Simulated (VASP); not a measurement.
Here is a VASP 6.6.1 calculation.

Contents of INCAR:

```
ALGO     = Normal         # electronic algorithm
EDIFF    = 1E-6           # SCF threshold, eV
EDIFFG   = -0.01          # ionic threshold
ENCUT    = 600            # plane-wave cutoff, eV
GGA      = PE             # functional
IBRION   = 2              # ionic algorithm
ISIF     = 3              # what is computed and relaxed
ISMEAR   = 0              # smearing method
LASPH    = True           # aspherical terms in the spheres
LCHARG   = False          # write CHGCAR
LREAL    = False          # projectors in reciprocal space
LWAVE    = False          # write WAVECAR
NELM     = 60             # most SCF steps
NSW      = 100            # ionic steps
PREC     = Accurate       # precision mode
SIGMA    = 0.1            # smearing width, eV
```

KPOINTS

```
k-points
0
Gamma
  6 6 8
```

File POSCAR:

```
RbH2
1.0
    4.6450076585     -4.5299840543      0.0000000000
    4.6450076585      4.5299840543      0.0000000000
    0.0000000000      0.0000000000      5.1130264637
Rb H
2 4
Direct
    0.0000000000      0.5000000000      0.5000000000
    0.5000000000      0.0000000000      0.0000000000
    0.9584925968      0.9584925968      0.2500000000
    0.0415074032      0.0415074032      0.2500000000
    0.0415074032      0.0415074032      0.7500000000
    0.9584925968      0.9584925968      0.7500000000
```

Potentials or basis: VASP PAW PBE potentials, release 64 (Rb_sv, H).

Launch:

```sh
$ cat potpaw_PBE.64/Rb_sv/POTCAR potpaw_PBE.64/H/POTCAR > POTCAR
$ mpirun -np 1 vasp_std > vasp.out
```

Problem. Predict the space group after relaxing (to 0.1 Å).

Solution. Cccm (No. 66).

Problem. Predict the relaxed volume.

Solution. 35.89 Å³/atom.

Problem. Predict the relaxed cell.

Solution. a = 6.472 Å, b = 6.472 Å, c = 5.142 Å, α = 90.00°, β = 90.00°, γ = 88.40°.

Problem. Estimate the band gap on the k mesh.

Solution. Zero (bands 11 and 12 overlap by 1.40 eV).

The path:
```tsv
step	energy change (eV)	largest force (eV/Å)	pressure (GPa)	volume (Å³)
1	0.0000	0.0159	0.00	215.17
2	-0.0001	0.0338	0.02	215.14
3	-0.0001	0.0265	0.02	215.15
4	-0.0001	0.0245	0.01	215.16
5	-0.0003	0.0190	0.00	215.22
6	-0.0006	0.0081	0.00	215.33
```
